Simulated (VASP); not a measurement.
Here is a VASP 6.6.1 calculation.

The input INCAR:

```
PREC     = Accurate       # precision mode
ENCUT    = 500            # plane-wave cutoff, eV
EDIFF    = 1E-7           # SCF threshold, eV
ISMEAR   = 0              # smearing method
SIGMA    = 0.1            # smearing width, eV
LREAL    = F              # projectors in reciprocal space
LASPH    = T              # aspherical terms in the spheres
NELM     = 200            # most SCF steps
ALGO     = Normal         # electronic algorithm
ISIF     = 3              # what is computed and relaxed
LWAVE    = F              # write WAVECAR
LCHARG   = F              # write CHGCAR
GGA      = PE             # functional
IBRION   = 2              # ionic algorithm
NSW      = 100            # ionic steps
EDIFFG   = -0.01          # ionic threshold
GGA_COMPAT= F            
NELMIN   = 4            
LMAXMIX  = 6              # l up to which the mixer works
```

Contents of KPOINTS:

```
Automatic mesh
0
Gamma
  12 12 6
```

Contents of POSCAR:

```
SmSi4
1.0
    4.0125297458      0.0000000000      0.0000000000
   -2.0062648729      3.4749526933      0.0000000000
    0.0000000000      0.0000000000      8.5186176634
Sm Si
1 4
Direct
    0.0000000000      0.0000000000      0.5000000000
    0.6666666667      0.3333333333      0.2773316155
    0.6666666667      0.3333333333      0.7226683845
    0.0000000000      0.0000000000      0.0000000000
    0.6666666667      0.3333333333      0.0000000000
```

Potentials or basis: VASP PAW PBE potentials, release 64 (Sm_3, Si), 4f in core.

Run with:

```bash
$ cat potpaw_PBE.64/Sm_3/POTCAR potpaw_PBE.64/Si/POTCAR > POTCAR
$ mpirun -np 1 vasp_std > vasp.out
```

**Question.** Estimate the band gap on the k mesh.

**Answer.** Zero (an odd number of electrons rules out a gap without spin polarisation).

**Question.** What does it give for the relaxed cell?

**Answer.** a = 3.987 Å, b = 3.987 Å, c = 8.599 Å, α = 90.00°, β = 90.00°, γ = 120.00°.

Step by step:
| step | energy change (eV) | largest force (eV/Å) | pressure (GPa) | volume (Å³) |
| --- | --- | --- | --- | --- |
| 1 | 0.0000 | 0.0008 | 0.00 | 118.78 |
| 2 | -0.0015 | 0.0275 | -0.08 | 118.79 |
| 3 | -0.0023 | 0.0590 | -0.18 | 118.79 |
| 4 | -0.0028 | 0.0345 | 0.09 | 118.21 |
| 5 | -0.0028 | 0.0369 | 0.07 | 118.27 |
| 6 | -0.0029 | 0.0123 | 0.02 | 118.36 |
| 7 | -0.0030 | 0.0009 | 0.00 | 118.40 |

Caveat: spin-orbit coupling is left out, which moves the levels of the heavy elements; the 4f electrons are frozen in the core, so they carry no moment and show no levels. Spin polarisation is off, so any magnetic state and its effect on volume and gap are missing.
